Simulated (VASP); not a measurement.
# WSe2 (l.A) in VASP: notebook

Runs on WSe2 (l.A). Level: LDA. Tasks: single point.

Program: VASP 6.6.1. These are calculated values, not measurements. Logs are shortened: lines on timing, memory, paths and dates and some standing lists are left out, and cuts for length are marked.

**1. The cell of the first run**

The cell holds a sheet with vacuum, 3 atoms: a = 3.300 Å, b = 3.300 Å, c = 17.360 Å, α = 90.00°, β = 90.00°, γ = 120.00°.

**2. Single point, LDA**

INCAR

```
SYSTEM = WSe2
  PREC = Accurate
  ENCUT = 400
  EDIFF = 1E-6
  ISMEAR = 0
  SIGMA = 0.03
  LREAL = .False.
  LASPH = .True.
  NELM = 120
  ALGO = Normal
  ISIF = 2
  LWAVE = .False.
  LCHARG = .True.
  LDIPOL = .True.
  IDIPOL = 3
  DIPOL = 0.5 0.5 0.500
  LELF = .True.
  LVHAR = .True.
  LVACPOTAV = .True.
  NBANDS = 20
  GGA_COMPAT = .False.
  NELMDL = -8
```

KPOINTS

```
Automatic mesh
0
Gamma
  12 12 1
  0 0 0
```

POSCAR

```
WSe2
1.0
    3.3000000000      0.0000000000      0.0000000000
   -1.6500000000      2.8578838325      0.0000000000
    0.0000000000      0.0000000000     17.3600000000
Se W
2 1
Direct
    0.6666670000      0.3333330000      0.4032258065
    0.6666670000      0.3333330000      0.5967741935
    0.3333330000      0.6666670000      0.5000000000
```

Potentials or basis: VASP PAW LDA potentials, release 64 (Se, W_sv).

On the command line:

```console
> cat potpaw_LDA.64/Se/POTCAR potpaw_LDA.64/W_sv/POTCAR > POTCAR
> mpirun -np 1 vasp_std > vasp.out
```

OUTCAR:

```text
SYSTEM = WSe2
   PREC = Accurate
   ENCUT = 400
   EDIFF = 1E-6
   ISMEAR = 0
   LREAL = .False.
   LASPH = .True.
   NELM = 120
   ISIF = 2
   NELMDL = -8

 ion  position               nearest neighbor table
   1  0.667  0.333  0.403-   3 2.54   3 2.54   3 2.54
   2  0.667  0.333  0.597-   3 2.54   3 2.54   3 2.54
   3  0.333  0.667  0.500-   1 2.54   2 2.54   1 2.54   2 2.54   1 2.54   2 2.54

  LATTYP: Found a hexagonal cell.
 ALAT       =     3.3000000000
 C/A-ratio  =     5.2606060606

  Lattice vectors:

 A1 = (   3.3000000000,   0.0000000000,   0.0000000000)
 A2 = (  -1.6500000000,   2.8578838325,   0.0000000000)
 A3 = (   0.0000000000,   0.0000000000,  17.3600000000)

Analysis of symmetry for initial positions (statically):
=====================================================================
 Subroutine PRICEL returns:
 Original cell was already a primitive cell.

 Routine SETGRP: Setting up the symmetry group for a
 hexagonal supercell.

 Subroutine GETGRP returns: Found 12 space group operations
 (whereof 12 operations were pure point group operations)
 out of a pool of 24 trial point group operations.

The static configuration has the point symmetry D_3h.

Analysis of symmetry for dynamics (positions and initial velocities):
=====================================================================
 Subroutine PRICEL returns:
 Original cell was already a primitive cell.

 Routine SETGRP: Setting up the symmetry group for a
 hexagonal supercell.

 Subroutine GETGRP returns: Found 12 space group operations
 (whereof 12 operations were pure point group operations)
 out of a pool of 24 trial point group operations.

The dynamic configuration has the point symmetry D_3h.

 Subroutine INISYM returns: Found 12 space group operations
 (whereof 12 operations are pure point group operations),
 and found     1 'primitive' translations

----------------------------------------------------------------------------------------

                                     Primitive cell

  volume of cell :     163.7224

  direct lattice vectors                    reciprocal lattice vectors
     3.300000000  0.000000000  0.000000000     0.303030303  0.174954627  0.000000000
    -1.650000000  2.857883833  0.000000000     0.000000000  0.349909254  0.000000000
     0.000000000  0.000000000 17.360000000     0.000000000  0.000000000  0.057603687

  length of vectors
     3.300000000  3.300000000 17.360000000     0.349909254  0.349909254  0.057603687

  position of ions in fractional coordinates (direct lattice)
     0.666667000  0.333333000  0.403225806
     0.666667000  0.333333000  0.596774194
     0.333333000  0.666667000  0.500000000

  ion indices of the primitive-cell ions
   primitive index   ion index
                 1           1
                 2           2
                 3           3

----------------------------------------------------------------------------------------

 KPOINTS: Automatic mesh

Automatic generation of k-mesh.
 Grid dimensions read from file:
 generate k-points for:   12   12    1

 Generating k-lattice:

  Cartesian coordinates                     Fractional coordinates (reciprocal lattice)
     0.025252525  0.014579552  0.000000000     0.083333333  0.000000000  0.000000000
     0.000000000  0.029159105  0.000000000     0.000000000  0.083333333  0.000000000
     0.000000000  0.000000000  0.057603687     0.000000000  0.000000000  1.000000000

  Length of vectors
     0.029159105  0.029159105  0.057603687

  Shift w.r.t. Gamma in fractional coordinates (k-lattice)
     0.000000000  0.000000000  0.000000000

 Subroutine IBZKPT returns following result:
 ===========================================

 Found     19 irreducible k-points:

 Following reciprocal coordinates:
            Coordinates               Weight
  0.000000  0.000000  0.000000      1.000000
  0.083333  0.000000  0.000000      6.000000
  0.166667  0.000000  0.000000      6.000000
  0.250000  0.000000  0.000000      6.000000
  0.333333  0.000000  0.000000      6.000000
  0.416667  0.000000  0.000000      6.000000
[... 11 lines left out ...]
  0.333333  0.250000  0.000000     12.000000
  0.333333  0.333333  0.000000      2.000000
   k-points           NKPTS =     19   k-points in BZ     NKDIM =     19   number of bands    NBANDS=     20
   number of dos      NEDOS =    301   number of ions     NIONS =      3
   total plane-waves  NPLWV =  69120
   dimension x,y,z NGX =    24 NGY =   24 NGZ =  120
   dimension x,y,z NGXF=    48 NGYF=   48 NGZF=  240
   ions per type =               2   1
   NGX,Y,Z   is equivalent  to a cutoff of  12.09, 12.09, 11.49 a.u.
   NGXF,Y,Z  is equivalent  to a cutoff of  24.18, 24.18, 22.98 a.u.
 SYSTEM =  WSe2
   PREC   = accura    normal or accurate (medium, high low for compatibility)
   ISTART =      0    job   : 0-new  1-cont  2-samecut
   ICHARG =      2    charge: 1-file 2-atom 10-const
   ISPIN  =      1    spin polarized calculation?
   LNONCOLLINEAR =      F non collinear calculations
   LSORBIT =      F    spin-orbit coupling
   LASPH  =      T    aspherical Exc in radial PAW
   ENCUT  =  400.0 eV  29.40 Ry    5.42 a.u.   5.38  5.38 28.31*2*pi/ulx,y,z
   NELM   =    120;   NELMIN=  2; NELMDL= -8     # of ELM steps
   EDIFF  = 0.1E-05   stopping-criterion for ELM
   LREAL  =      F    real-space projection
   EDIFFG = 0.1E-04   stopping-criterion for IOM
   NSW    =      0    number of steps for IOM
   IBRION =     -1    ionic relax: 0-MD 1-quasi-New 2-CG
   NFREE  =      0    steps in history (QN), initial steepest desc. (CG)
   ISIF   =      2    stress and relaxation
   ISYM   =      2    0-nonsym 1-usesym 2-fastsym
   POTIM  = 0.5000    time-step for ionic-motion
   TEBEG  =    0.0;   TEEND  =   0.0 temperature during run
   PSTRESS=    0.0 pullay stress
   NELECT =      26.0000    total number of electrons
   NUPDOWN=      -1.0000    fix difference up-down
   EMIN   =  10.00;   EMAX   =-10.00  energy-range for DOS
   EFERMI =   0.00;   METHOD = LEGACY
   ISMEAR =     0;   SIGMA  =   0.03  broadening in eV -4-tet -1-fermi 0-gaus
   EFERMI_NEDOS =   21; number of points for ismear=-14 and -15
   IALGO  =     38    algorithm
   IMIX   =      4    mixing-type and parameters
     AMIX     =   0.40;   BMIX     =  1.00
     AMIX_MAG =   1.60;   BMIX_MAG =  1.00
  volume/ion in A,a.u.               =      54.57       368.28
  Fermi-wavevector in a.u.,A,eV,Ry     =   0.886536  1.675311 10.693453  0.785947
  Thomas-Fermi vector in A             =   2.007715
   LORBIT       =      0    0 simple, 1 ext, 2 COOP (PROOUT), +10 PAW based schemes
   GGA     = CA    functional components
   LHFCALC =     F    Hartree Fock is set to
   AEXX    =    0.0000 exact exchange contribution
   IVDW    =     0    specifies the selected vdW correction
   LEPSILON=     F    determine dielectric tensor
   LRPA    =     F    only Hartree local field effects (RPA)
 non-spin polarized calculation
 Gauss-broadening in eV      SIGMA  =   0.03
  energy-cutoff  :      400.00
  volume of cell :      163.72
 maximum number of plane-waves:      3033
 NGX is ok and might be reduce to    24
   NGX = 11   NGY = 11   NGZ = 57

 number of electron      25.9999997 magnetization

 dipolmoment           0.000000      0.000000     -0.000000 electrons x Angstroem

 Free energy of the ion-electron system (eV)
  ---------------------------------------------------
  ext. energy  EPLUGINS =         0.00000000
  ---------------------------------------------------
  free energy    TOTEN  =       -24.08996290 eV

  energy without entropy =      -24.08996290  energy(sigma->0) =      -24.08996290

 E-fermi :  -1.0503     XC(G=0):  -4.7082

 val. band max:       -1.1787747708   @ k =   0.3333   0.3333   0.0000
 cond. band min:       0.4274007032   @ k =   0.3333   0.3333   0.0000
 fundamental gap:      1.6061754740
 Fermi energy:        -1.0502652194

 k-point     1 :       0.0000    0.0000    0.0000
  band No.  band energies     occupation
      1     -74.7631      2.00000
      2     -39.2608      2.00000
      3     -39.1272      2.00000
      4     -39.1272      2.00000
      5     -15.9008      2.00000
      6     -14.6610      2.00000
[... 12 lines left out ...]
     19       3.9196      0.00000
     20       4.1828      0.00000

 k-point     2 :       0.0833    0.0000    0.0000
  band No.  band energies     occupation
      1     -74.7624      2.00000
      2     -39.2578      2.00000
      3     -39.1428      2.00000
      4     -39.1309      2.00000
      5     -15.7975      2.00000
      6     -14.6093      2.00000
[... 12 lines left out ...]
     19       4.0609      0.00000
     20       4.4943      0.00000

 k-point     3 :       0.1667    0.0000    0.0000
  band No.  band energies     occupation
      1     -74.7606      2.00000
      2     -39.2498      2.00000
      3     -39.1850      2.00000
      4     -39.1408      2.00000
      5     -15.5016      2.00000
      6     -14.4614      2.00000
[... 12 lines left out ...]
     19       4.4467      0.00000
     20       5.1321      0.00000

 k-point     4 :       0.2500    0.0000    0.0000
  band No.  band energies     occupation
      1     -74.7581      2.00000
      2     -39.2421      2.00000
      3     -39.2388      2.00000
      4     -39.1543      2.00000
      5     -15.0567      2.00000
      6     -14.2415      2.00000
[... 314 lines left out ...]
 k-point    18 :       0.3333    0.2500    0.0000
  band No.  band energies     occupation
      1     -74.7520      2.00000
      2     -39.3154      2.00000
      3     -39.2470      2.00000
      4     -39.2127      2.00000
      5     -13.7260      2.00000
      6     -13.5902      2.00000
[... 12 lines left out ...]
     19       5.9155      0.00000
     20       7.1908      0.00000

 k-point    19 :       0.3333    0.3333    0.0000
  band No.  band energies     occupation
      1     -74.7517      2.00000
      2     -39.2976      2.00000
      3     -39.2743      2.00000
      4     -39.2112      2.00000
      5     -13.6389      2.00000
      6     -13.5440      2.00000
[... 12 lines left out ...]
     19       5.2789      0.00000
     20       7.4216      0.00000

------------------------ aborting loop because EDIFF is reached ----------------------------------------

  FORCE on cell =-STRESS in cart. coord.  units (eV):
  Direction    XX          YY          ZZ          XY          YZ          ZX
  --------------------------------------------------------------------------------------
  -------------------------------------------------------------------------------------
  Total       -1.9388980     -1.9388980     -1.7649586      0.0000000      0.0000000      0.0000000
  in kB      -18.9739305    -18.9739305    -17.2717710      0.0000000      0.0000000      0.0000000
  external PRESSURE =     -18.4065440 kB  Pullay stress =       0.0000000 kB

 VOLUME and BASIS-vectors are now :
 -----------------------------------------------------------------------------
  energy-cutoff  :      400.00
  volume of cell :      163.72
      direct lattice vectors                 reciprocal lattice vectors
     3.300000000  0.000000000  0.000000000     0.303030303  0.174954627  0.000000000
    -1.650000000  2.857883833  0.000000000     0.000000000  0.349909254  0.000000000
     0.000000000  0.000000000 17.360000000     0.000000000  0.000000000  0.057603687

 POSITION                                       TOTAL-FORCE (eV/Angst)
 -----------------------------------------------------------------------------------
      1.65000      0.95263      7.00000         0.000000     -0.000000      0.518118
      1.65000      0.95263     10.36000         0.000000     -0.000000     -0.518118
     -0.00000      1.90526      8.68000        -0.000000      0.000000      0.000000
 -----------------------------------------------------------------------------------
    total drift:                                0.000752     -0.000434      0.000000

  FREE ENERGIE OF THE ION-ELECTRON SYSTEM (eV)
  ---------------------------------------------------
  free  energy   TOTEN  =       -24.0899629044 eV

  energy  without entropy=      -24.0899629044  energy(sigma->0) =      -24.08996290

 vacuum level on the upper side and lower side of the slab         4.203         4.203
```

Run time: 50 s. Hardware: 1 thread of Intel Xeon 6975P-C, shared host; peak memory 0.22 GiB.

Results:

```
Free energy            : -24.0900 eV
Largest force          : 0.518 eV/Å
Band gap on the k mesh : 1.61 eV, direct
```

Forces on the atoms (eV/Å):
```
Se   0.000  0.000  0.518
Se   0.000  0.000 -0.518
W    0.000  0.000  0.000
```

Caveat: spin-orbit coupling is left out, which moves the levels of the heavy elements.

**3. Single point, LDA**

This run uses another cell than the first one, of 92.90 Å³/atom, 1.702 times its volume.

INCAR

```
SYSTEM = WSe2
  PREC = Accurate
  ENCUT = 400
  EDIFF = 1E-6
  ISMEAR = 0
  SIGMA = 0.03
  LREAL = .FALSE.
  LASPH = .TRUE.
  NELM = 120
  ALGO = Normal
  ISIF = 2
  LWAVE = .FALSE.
  LCHARG = .FALSE.
  LDIPOL = .TRUE.
  IDIPOL = 3
  DIPOL = 0.5 0.5 0.284
  NBANDS = 20
  GGA_COMPAT = .FALSE.
  NELMDL = -8
```

KPOINTS

```
Automatic mesh
0
G
  12 12 1
  0 0 0
```

POSCAR

```
WSe2
1.0
    3.2472423933      0.0000000000      0.0000000000
   -1.6236211966      2.8121944048      0.0000000000
    0.0000000000      0.0000000000     30.5199999966
Se W
2 1
Direct
    0.6666666667      0.3333333333      0.2298528277
    0.6666666667      0.3333333333      0.3389545118
    0.3333333333      0.6666666667      0.2844036698
```

Potentials or basis: VASP PAW LDA potentials, release 64 (Se, W_sv).

On the command line:

```console
> cat potpaw_LDA.64/Se/POTCAR potpaw_LDA.64/W_sv/POTCAR > POTCAR
> mpirun -np 1 vasp_std > vasp.out
```

Run time: 99 s. Hardware: 1 thread of Intel Xeon 6975P-C, shared host; peak memory 0.29 GiB.

It converged, with:

* Free energy: -24.1236 eV
* Largest force: 0.105 eV/Å
* Band gap on the k mesh: 1.70 eV, indirect (least direct gap 1.75 eV)

Forces on the atoms (eV/Å):
```
Se   0.000  0.000 -0.105
Se   0.000  0.000  0.105
W    0.000  0.000  0.000
```

Levels at points of the mesh, in eV from the valence-band top:
```
           k point  band 11  band 12  band 13  band 14  band 15  band 16
(0.00, 0.00, 0.00)    -1.16    -1.16    -0.44     3.15     3.15     3.36
(0.50, 0.00, 0.00)    -2.17    -0.99    -0.78     2.59     2.91     3.81
```

Caveat: spin-orbit coupling is left out, which moves the levels of the heavy elements.
